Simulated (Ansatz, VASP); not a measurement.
## Sr2FeCl in VASP and in Ansatz

```
Fe Cl Sr
1.0
     2.00223    3.46797    0.00000
    -2.00223    3.46797    0.00000
     0.00000   -2.31198    8.22703
Fe Cl Sr
1 1 2
Cartesian
  0.0000 2.3120 4.1135
  0.0000 0.0000 0.0000
  0.0000 0.0000 6.0248
  0.0000 4.6240 2.2022
```

Alike in both runs: functional PBE; k mesh 5 × 5 × 5; no spin polarisation.

Ansatz relaxed the structure, and its values are those at the end. VASP's run is a single point on that final structure, the one shown.

|  | VASP | Ansatz |
| --- | --- | --- |
| version | VASP 6.6.1 | Ansatz 0.2.0 |
| potentials or method | VASP PAW PBE potentials, release 64 (Fe, Cl, Sr_sv), cutoff 520 eV | PAW plane waves |
| occupations | fermi-dirac, width 0.1 eV | fermi-dirac |
| valence electrons in the cell | 35 | 43 |

|  | VASP | Ansatz | Ansatz less VASP |
| --- | --- | --- | --- |
| gap on the k mesh at the Fermi level (eV) | none | none | - |
| pressure (GPa) | 0.1 | 0.0 | -0.10 |
| rms of the force components (eV/Å) | 0.003 | 0.002 | -0.0011 |

A gap of «none» marks a metal or a gap that the smearing closes. VASP's potentials hold 35 valence electrons a cell and Ansatz's 43, so a difference there can come from the potentials and not from the codes. Ansatz's warnings: structure snapped to symmetry.

The k mesh is coarse, so the values compare programs but aren't converged.
